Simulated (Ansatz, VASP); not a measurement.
CuO: VASP beside Ansatz

File INCAR:

```
SYSTEM = CuO
PREC = Accurate
ENCUT = 520
EDIFF = 1E-6
ISMEAR = -1
SIGMA = 0.05
LREAL = .False.
LASPH = .True.
NELM = 60
ALGO = Normal
ISIF = 2
LWAVE = .False.
LCHARG = .True.
GGA = CA
LELF = .True.
LVHAR = .True.
NBANDS = 16
```

File KPOINTS:

```
regular mesh
0
Gamma
  6 6 6
  0 0 0
```

The input POSCAR:

```
CuO
1.0
    0.0000000000      2.3272527300      2.3272527300
    2.3272527300      0.0000000000      2.3272527300
    2.3272527300      2.3272527300      0.0000000000
Cu O
1 1
Direct
    0.0000000000      0.0000000000      0.0000000000
    0.2500000000      0.2500000000      0.2500000000
```

The input input.yaml:

```yaml
crystal:
  lattice:
    - [0.0, 2.32725273, 2.32725273]
    - [2.32725273, 0.0, 2.32725273]
    - [2.32725273, 2.32725273, 0.0]
  atoms:
    - { symbol: Cu, position: [0.0, 0.0, 0.0] }
    - { symbol: O, position: [0.25, 0.25, 0.25] }
hamiltonian:
  xc: lda
  pseudopotentials: { kind: paw }
kpoints:
  mp_grid: { grid: [6, 6, 6] }
  band_path:
    path:
      - [[0.0, 0.0, 0.0], [0.5, 0.0, 0.5], [0.5, 0.25, 0.75], [0.375, 0.375, 0.75], [0.0, 0.0, 0.0], [0.5, 0.5, 0.5], [0.625, 0.25, 0.625], [0.5, 0.25, 0.75], [0.5, 0.5, 0.5], [0.375, 0.375, 0.75]]
      - [[0.625, 0.25, 0.625], [0.5, 0.0, 0.5]]
    npoints: 14
scf:
  occupations: { method: fermi_dirac, width: 0.05 }
  n_extra_bands: 6
output:
  forces: true
  stress: true
  eigenvalues: true
  fatbands: true
  write_density: true
  write_potential: true
  elf: true
  volumetric_format: npy
```

Alike in both runs: functional LDA; k mesh 6 × 6 × 6; occupations fermi-dirac, width 0.05 eV; no spin polarisation.

|  | VASP | Ansatz |
| --- | --- | --- |
| version | VASP 6.6.1 | Ansatz 0.2.0 |
| potentials or method | VASP PAW LDA potentials, release 64 (Cu, O) | Ansatz PAW |
| plane-wave cutoff (eV) | 520 | 420 |
| valence electrons in the cell | 17 | 25 |
| task | single point | band structure |

```tsv
	VASP	Ansatz	Ansatz less VASP
gap on the k mesh at the Fermi level (eV)	none	none	-
pressure (GPa)	-20.1	-20.6	-0.53
```

LDA's correlation is that of Perdew and Zunger in VASP and of Perdew and Wang (1992) in Ansatz. A gap of «none» marks a metal or a gap that the smearing closes. VASP's potentials hold 17 valence electrons a cell and Ansatz's 25, so a difference there can come from the potentials and not from the codes.

The k mesh is coarse, so the values compare programs but aren't converged.
